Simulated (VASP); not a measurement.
Here is a VASP 6.6.1 calculation.

Contents of INCAR:

```
  PREC = Accurate
  ENCUT = 520
  EDIFF = 1E-6
  ISMEAR = -1
  SIGMA = 0.05
  LREAL = F
  LASPH = T
  NELM = 60
  ALGO = Normal
  ISIF = 2
  LWAVE = F
  LCHARG = F
  GGA = PE
  NBANDS = 24
```

KPOINTS

```
regular mesh
0
Gamma
  9 9 7
```

POSCAR

```
AlO2
1.0
    1.4881620000     -5.4028330000      0.0000000000
    1.4881620000      5.4028330000      0.0000000000
    0.0000000000      0.0000000000      3.6466120000
Al O
2 4
Direct
    0.6681330000      0.3318670000      0.7500000000
    0.3318670000      0.6681330000      0.2500000000
    0.0610720000      0.9389280000      0.7500000000
    0.9389280000      0.0610720000      0.2500000000
    0.2941840000      0.7058160000      0.7500000000
    0.7058160000      0.2941840000      0.2500000000
```

Potentials or basis: VASP PAW PBE potentials, release 64 (Al, O).

Command:

```sh
$ cat potpaw_PBE.64/Al/POTCAR potpaw_PBE.64/O/POTCAR > POTCAR
$ mpirun -np 1 vasp_std > vasp.out
```

Problem. Estimate the largest force.

Solution. 0.699 eV/Å.

Problem. What does it give for the pressure?

Solution. -1.3 GPa.

Forces in eV/Å, atoms in the order of the input:
```
Al   0.000  0.211  0.000
Al   0.000 -0.211  0.000
O    0.000  0.699  0.000
O    0.000 -0.699  0.000
O    0.000 -0.074  0.000
O    0.000  0.074  0.000
```
